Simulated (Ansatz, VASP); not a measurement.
# One calculation of W, two programs

Contents of INCAR:

```
SYSTEM = W
ALGO = Normal
EDIFF = 1E-7
EDIFFG = -0.01
ENCUT = 600
GGA = RP
IBRION = 2
ISIF = 3
ISMEAR = -1
IVDW = 13
LASPH = .TRUE.
LCHARG = .FALSE.
LREAL = .FALSE.
LWAVE = .FALSE.
NELM = 80
NSW = 60
PREC = Accurate
SIGMA = 0.05
```

The input KPOINTS:

```
k-points
0
G
  12 12 12
  0 0 0
```

File POSCAR:

```
W
1.0
   -1.5823450000      1.5823450000      1.5823450000
    1.5823450000     -1.5823450000      1.5823450000
    1.5823450000      1.5823450000     -1.5823450000
W
1
Direct
    0.0000000000      0.0000000000      0.0000000000
```

The input input.yaml:

```yaml
crystal:
  lattice:
    - [-1.582345, 1.582345, 1.582345]
    - [1.582345, -1.582345, 1.582345]
    - [1.582345, 1.582345, -1.582345]
  atoms:
    - { symbol: W, position: [0.0, 0.0, 0.0] }
hamiltonian:
  xc: rpbe
  pseudopotentials: { kind: paw }
  dispersion: d4
kpoints:
  mp_grid: { grid: [12, 12, 12] }
scf:
  occupations: { method: fermi_dirac, width: 0.05 }
output:
  forces: true
  stress: true
relax:
  f_tol: 0.01
  max_steps: 40
  cell: { stress_tol: 0.05 }
```

Alike in both runs: task relaxation of cell and atoms; functional RPBE; dispersion D4; k mesh 12 × 12 × 12; occupations fermi-dirac, width 0.05 eV; no spin polarisation.

|  | VASP | Ansatz |
| --- | --- | --- |
| version | VASP 6.6.1 | Ansatz 0.2.0 |
| potentials or method | VASP PAW PBE potentials, release 64 (W_sv) | Ansatz PAW |
| plane-wave cutoff (eV) | 600 | 420 |
| valence electrons in the cell | 14 | 14 |

Ansatz gave:

```
relaxed volume (Å³/atom)                                     : 15.73
relaxed cell length with the largest relative difference (Å) : 2.734
```

Problem. Estimate VASP's values.

Solution. Relaxed volume (Å³/atom): 15.76; relaxed cell length with the largest relative difference (Å): 2.736.

VASP's potentials were made for PBE, not for RPBE.

Neither program's run includes spin-orbit coupling. Noted on Ansatz's run: the plane-wave basis is chosen anew once the cell has moved, so the energies of steps on either side of that aren't comparable.
